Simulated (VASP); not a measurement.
Here is a VASP 6.6.1 calculation.

INCAR

```
SYSTEM = HfO2
ALGO = Normal ; EDIFF = 1E-6
ENCUT = 520 ; GGA = PS
ISIF = 2 ; ISMEAR = 0
LASPH = .TRUE. ; LCHARG = .FALSE.
LREAL = .FALSE. ; LWAVE = .FALSE.
NBANDS = 31 ; NELM = 100
PREC = Accurate ; SIGMA = 0.01
```

Contents of KPOINTS:

```
k-points
0
G
  6 6 8
  0 0 0
```

Contents of POSCAR:

```
HfO2
1.0
    4.8301248136      0.0000000000      0.0000000000
    0.0000000000      4.8301248136      0.0000000000
    0.0000000000      0.0000000000      3.2097164479
Hf O
2 4
Direct
    0.0000000000      0.0000000000      0.0000000000
    0.5000000000      0.5000000000      0.5000000000
    0.1949699030      0.8050300970      0.5000000000
    0.3050300970      0.3050300970      0.0000000000
    0.6949699030      0.6949699030      0.0000000000
    0.8050300970      0.1949699030      0.5000000000
```

Potentials or basis: VASP PAW PBE potentials, release 64 (Hf_pv, O).

The run is started by

```sh
$ cat potpaw_PBE.64/Hf_pv/POTCAR potpaw_PBE.64/O/POTCAR > POTCAR
$ mpirun -np 1 vasp_std > vasp.out
```

Task: Estimate the largest force.

Result: 0.047 eV/Å.

Task: What does it give for the pressure?

Result: -2.7 GPa.

Forces on the atoms (eV/Å):
```
Hf   0.000  0.000  0.000
Hf   0.000  0.000  0.000
O   -0.034  0.034  0.000
O    0.034  0.034  0.000
O   -0.034 -0.034  0.000
O    0.034 -0.034  0.000
```

Caveat: the PAW data sets were made with another functional, which shifts forces and pressure a little.
